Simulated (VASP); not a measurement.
# Hf8N7 (a cell with a defect) in VASP: notebook

The runs below take Hf8N7 (a cell with a defect) through single point, with r2SCAN+D3(BJ).

All numbers are computed with VASP 6.6.1; they aren't measurements. Logs are shortened: lines on timing, memory, paths and dates and some standing lists are left out, and cuts for length are marked.

## (1) The cell of the first run

The cell holds a defect, 15 atoms: a = 6.381 Å, b = 6.381 Å, c = 6.381 Å, α = 60.00°, β = 60.00°, γ = 60.00°.

## (2) Single point, r2SCAN+D3(BJ)

File POSCAR:

```
Hf8N7
1.0
    0.0000000000      4.5120000000      4.5120000000
    4.5120000000      0.0000000000      4.5120000000
    4.5120000000      4.5120000000      0.0000000000
Hf N
8 7
Direct
    0.0000000000      0.0000000000      0.0000000000
    0.0015943094      0.0015943094      0.4984056906
    0.0015943094      0.4984056906      0.0015943094
    0.0015943094      0.4984056906      0.4984056906
    0.4984056906      0.0015943094      0.0015943094
    0.4984056906      0.0015943094      0.4984056906
    0.4984056906      0.4984056906      0.0015943094
    0.5000000000      0.5000000000      0.5000000000
    0.2500000000      0.2500000000      0.7500000000
    0.2500000000      0.7500000000      0.2500000000
    0.2500000000      0.7500000000      0.7500000000
    0.7500000000      0.2500000000      0.2500000000
    0.7500000000      0.2500000000      0.7500000000
    0.7500000000      0.7500000000      0.2500000000
    0.7500000000      0.7500000000      0.7500000000
```

File INCAR.step1:

```
SYSTEM = Hf8N7
ALGO     = Normal         ! electronic algorithm
EDIFF    = 1E-5           ! SCF threshold, eV
ENCUT    = 580            ! plane-wave cutoff, eV
GGA      = PE             ! functional
GGA_COMPAT= .FALSE.      
ISMEAR   = 1              ! smearing method
LASPH    = .TRUE.         ! aspherical terms in the spheres
LCHARG   = .FALSE.        ! write CHGCAR
LREAL    = .FALSE.        ! projectors in reciprocal space
LWAVE    = .TRUE.         ! write WAVECAR
NBANDS   = 70             ! bands
NELM     = 120            ! most SCF steps
PREC     = Accurate       ! precision mode
SIGMA    = 0.05           ! smearing width, eV
```

File INCAR.step2:

```
SYSTEM = Hf8N7
ALGO     = Normal         ! electronic algorithm
EDIFF    = 1E-6           ! SCF threshold, eV
ENCUT    = 580            ! plane-wave cutoff, eV
GGA_COMPAT= .FALSE.      
ISIF     = 2              ! what is computed and relaxed
ISMEAR   = 1              ! smearing method
ISTART   = 1            
IVDW     = 12             ! dispersion correction
LASPH    = .TRUE.         ! aspherical terms in the spheres
LCHARG   = .FALSE.        ! write CHGCAR
LMIXTAU  = .TRUE.       
LREAL    = .FALSE.        ! projectors in reciprocal space
LWAVE    = .FALSE.        ! write WAVECAR
METAGGA  = R2SCAN         ! meta-GGA
NBANDS   = 70             ! bands
NELM     = 120            ! most SCF steps
PREC     = Accurate       ! precision mode
SIGMA    = 0.05           ! smearing width, eV
VDW_A1   = 0.49484001   
VDW_A2   = 5.73083694   
VDW_S6   = 1.0          
VDW_S8   = 0.78981345
```

File KPOINTS:

```
k-points
0
G
  2 2 2
  0 0 0
```

Potentials or basis: VASP PAW PBE potentials, release 64 (Hf_pv, N).

Launch:

```bash
$ cat potpaw_PBE.64/Hf_pv/POTCAR potpaw_PBE.64/N/POTCAR > POTCAR
$ cp INCAR.step1 INCAR
$ mpirun -np 1 vasp_std > vasp.out
$ cp INCAR.step2 INCAR
$ mpirun -np 1 vasp_std > vasp.out
```

OUTCAR:

```text
SYSTEM = Hf8N7
   EDIFF = 1E-6
   ENCUT = 580
   ISIF = 2
   ISMEAR = 1
   ISTART = 1
   IVDW = 12
   LASPH = .TRUE.
   LREAL = .FALSE.
   METAGGA = R2SCAN
   NELM = 120
   PREC = Accurate
 IVDW          = 12

 ion  position               nearest neighbor table
   1  0.000  0.000  0.000-   9 2.26  10 2.26  11 2.26  12 2.26  13 2.26  14 2.26   3 3.19   5 3.19
                             4 3.19   6 3.19   3 3.19   4 3.19   5 3.19   6 3.19   7 3.19   2 3.19
   2  0.002  0.002  0.498-  10 2.26  11 2.26  12 2.26  13 2.26  15 2.27   4 3.17   5 3.17   6 3.17
                             3 3.17   1 3.19   1 3.19   8 3.19   8 3.19   3 3.21   5 3.21   6 3.21
   3  0.002  0.498  0.002-   9 2.26  11 2.26  12 2.26  14 2.26  15 2.27   4 3.17   5 3.17   7 3.17
                             2 3.17   1 3.19   1 3.19   8 3.19   8 3.19   2 3.21   5 3.21   7 3.21
   4  0.002  0.498  0.498-   9 2.26  10 2.26  13 2.26  14 2.26  15 2.27   3 3.17   6 3.17   7 3.17
                             2 3.17   8 3.19   1 3.19   1 3.19   8 3.19   3 3.21   6 3.21   7 3.21
   5  0.498  0.002  0.002-   9 2.26  10 2.26  13 2.26  14 2.26  15 2.27   3 3.17   6 3.17   7 3.17
                             2 3.17   1 3.19   1 3.19   8 3.19   8 3.19   6 3.21   2 3.21   7 3.21
   6  0.498  0.002  0.498-   9 2.26  11 2.26  12 2.26  14 2.26  15 2.27   4 3.17   5 3.17   7 3.17
                             2 3.17   8 3.19   1 3.19   1 3.19   8 3.19   5 3.21   4 3.21   7 3.21
   7  0.498  0.498  0.002-  10 2.26  11 2.26  12 2.26  13 2.26  15 2.27   4 3.17   5 3.17   6 3.17
                             3 3.17   8 3.19   1 3.19   1 3.19   8 3.19   6 3.21   4 3.21   3 3.21
   8  0.500  0.500  0.500-   9 2.26  10 2.26  11 2.26  12 2.26  13 2.26  14 2.26   4 3.19   6 3.19
                             3 3.19   4 3.19   5 3.19   6 3.19   3 3.19   5 3.19   2 3.19   7 3.19
   9  0.250  0.250  0.750-   1 2.26   8 2.26   4 2.26   5 2.26   6 2.26   3 2.26
  10  0.250  0.750  0.250-   1 2.26   8 2.26   4 2.26   5 2.26   7 2.26   2 2.26
  11  0.250  0.750  0.750-   1 2.26   8 2.26   3 2.26   6 2.26   7 2.26   2 2.26
  12  0.750  0.250  0.250-   1 2.26   8 2.26   3 2.26   6 2.26   7 2.26   2 2.26
  13  0.750  0.250  0.750-   1 2.26   8 2.26   4 2.26   5 2.26   7 2.26   2 2.26
  14  0.750  0.750  0.250-   1 2.26   8 2.26   4 2.26   5 2.26   6 2.26   3 2.26
  15  0.750  0.750  0.750-   2 2.27   3 2.27   4 2.27   5 2.27   6 2.27   7 2.27

  LATTYP: Found a face centered cubic cell.
 ALAT       =     9.0240000000

  Lattice vectors:

 A1 = (   0.0000000000,   4.5120000000,   4.5120000000)
 A2 = (   4.5120000000,   0.0000000000,   4.5120000000)
 A3 = (   4.5120000000,   4.5120000000,   0.0000000000)

Analysis of symmetry for initial positions (statically):
=====================================================================
 Subroutine PRICEL returns:
 Original cell was already a primitive cell.

 Routine SETGRP: Setting up the symmetry group for a
 face centered cubic supercell.

 Subroutine GETGRP returns: Found 48 space group operations
[... 148 lines left out ...]
   METAGGA = R2SCAN    functional components
   LHFCALC =     F    Hartree Fock is set to
   AEXX    =    0.0000 exact exchange contribution
   IVDW    =    12    specifies the selected vdW correction
   LEPSILON=     F    determine dielectric tensor
   LRPA    =     F    only Hartree local field effects (RPA)
 non-spin polarized calculation
 Methfessel and Paxton  Order N= 1 SIGMA  =   0.05
  energy-cutoff  :      580.00
  volume of cell :      183.71
 maximum number of plane-waves:      5874
   NGX = 25   NGY = 25   NGZ = 25

 number of electron     114.9999994 magnetization

 Free energy of the ion-electron system (eV)
  ---------------------------------------------------
  ext. energy  EPLUGINS =         0.00000000
  ---------------------------------------------------
  free energy    TOTEN  =      -452.58953665 eV

  energy without entropy =     -452.58296661  energy(sigma->0) =     -452.58734664

 E-fermi :   7.7034     XC(G=0): -13.4161

 val. band max:        7.6924781860   @ k =   0.5000   0.5000   0.0000
 cond. band min:       7.7518925178   @ k =   0.5000   0.0000   0.0000
 fundamental gap:      0.0594143318
 Fermi energy:         7.7034299029

 k-point     1 :       0.0000    0.0000    0.0000
  band No.  band energies     occupation
      1     -25.4432      2.00000
      2     -25.4432      2.00000
      3     -25.4432      2.00000
      4     -25.2570      2.00000
      5     -25.2570      2.00000
      6     -25.2570      2.00000
[... 205 lines left out ...]
     68      10.5894      0.00000
     69      10.6604      0.00000
 [bands above 69 left out]

------------------------ aborting loop because EDIFF is reached ----------------------------------------

 Edisp (eV)   -2.75826

 E8    (eV) :    -1.0605

  FORCE on cell =-STRESS in cart. coord.  units (eV):
  Direction    XX          YY          ZZ          XY          YZ          ZX
  --------------------------------------------------------------------------------------
  -------------------------------------------------------------------------------------
  Total      -3.24479    -3.24479    -3.24479    -0.00000     0.00000     0.00000
  in kB     -28.29823   -28.29823   -28.29823    -0.00000     0.00000     0.00000
  external pressure =      -28.30 kB  Pullay stress =        0.00 kB

 VOLUME and BASIS-vectors are now :
 -----------------------------------------------------------------------------
  energy-cutoff  :      580.00
  volume of cell :      183.71
      direct lattice vectors                 reciprocal lattice vectors
     0.000000000  4.512000000  4.512000000    -0.110815603  0.110815603  0.110815603
     4.512000000  0.000000000  4.512000000     0.110815603 -0.110815603  0.110815603
     4.512000000  4.512000000  0.000000000     0.110815603  0.110815603 -0.110815603

 POSITION                                       TOTAL-FORCE (eV/Angst)
 -----------------------------------------------------------------------------------
      0.00000      0.00000      0.00000         0.000000     -0.000000     -0.000000
      2.25600      2.25600      0.01439        -0.000000     -0.000000      0.019761
      2.25600      0.01439      2.25600        -0.000000      0.019761     -0.000000
      4.49761      2.25600      2.25600        -0.019761     -0.000000     -0.000000
      0.01439      2.25600      2.25600         0.019761     -0.000000     -0.000000
      2.25600      4.49761      2.25600        -0.000000     -0.019761     -0.000000
      2.25600      2.25600      4.49761        -0.000000     -0.000000     -0.019761
      4.51200      4.51200      4.51200        -0.000000     -0.000000     -0.000000
      4.51200      4.51200      2.25600        -0.000000     -0.000000     -0.000000
      4.51200      2.25600      4.51200        -0.000000     -0.000000     -0.000000
      6.76800      4.51200      4.51200         0.000000     -0.000000     -0.000000
      2.25600      4.51200      4.51200        -0.000000     -0.000000     -0.000000
      4.51200      6.76800      4.51200        -0.000000     -0.000000     -0.000000
      4.51200      4.51200      6.76800        -0.000000     -0.000000     -0.000000
      6.76800      6.76800      6.76800        -0.000000     -0.000000     -0.000000
 -----------------------------------------------------------------------------------
    total drift:                               -0.000000     -0.000000     -0.000000

  FREE ENERGIE OF THE ION-ELECTRON SYSTEM (eV)
  ---------------------------------------------------
  free  energy   TOTEN  =      -455.3477994782 eV

  energy  without entropy=     -455.3412294347  energy(sigma->0) =     -455.34560946
```

OUTCAR.step1:

```text
SYSTEM = Hf8N7
   EDIFF = 1E-5
   ENCUT = 580
   GGA = PE
   ISMEAR = 1
[... 475 lines left out ...]
      2.25600      4.51200      4.51200         0.000000      0.000000      0.000000
      4.51200      6.76800      4.51200        -0.000000     -0.000000      0.000000
      4.51200      4.51200      6.76800        -0.000000     -0.000000     -0.000000
      6.76800      6.76800      6.76800        -0.000000      0.000000     -0.000000
 -----------------------------------------------------------------------------------
    total drift:                               -0.000000     -0.000000     -0.000000

  FREE ENERGIE OF THE ION-ELECTRON SYSTEM (eV)
  ---------------------------------------------------
  free  energy   TOTEN  =      -161.9657813093 eV

  energy  without entropy=     -161.9501962305  energy(sigma->0) =     -161.96058628
```

Run time: 3.6 min. Hardware: 1 thread of Intel Xeon Platinum 8488C (Sapphire Rapids), shared host; peak memory 0.4 GiB.

Results:

```
Free energy                : -455.3478 eV
Pressure                   : -2.8 GPa
Largest force              : 0.020 eV/Å
Band gap on the k mesh     : zero (an odd number of electrons rules out a gap without spin polarisation)
Dispersion energy per atom : -0.184 eV
```

Forces on the atoms (eV/Å):
```
Hf   0.000  0.000  0.000
Hf   0.000  0.000  0.020
Hf   0.000  0.020  0.000
Hf  -0.020  0.000  0.000
Hf   0.020  0.000  0.000
Hf   0.000 -0.020  0.000
Hf   0.000  0.000 -0.020
Hf   0.000  0.000  0.000
N    0.000  0.000  0.000
N    0.000  0.000  0.000
N    0.000  0.000  0.000
N    0.000  0.000  0.000
N    0.000  0.000  0.000
N    0.000  0.000  0.000
N    0.000  0.000  0.000
```

Caveat: the k points lie up to 0.60 Å⁻¹ apart, too coarse for converged energies and pressures of a metal; three body term missing; the PAW data sets were made with another functional, which shifts forces and pressure a little; spin-orbit coupling is left out, which moves the levels of the heavy elements.

(Continued in part 2 of 2.)
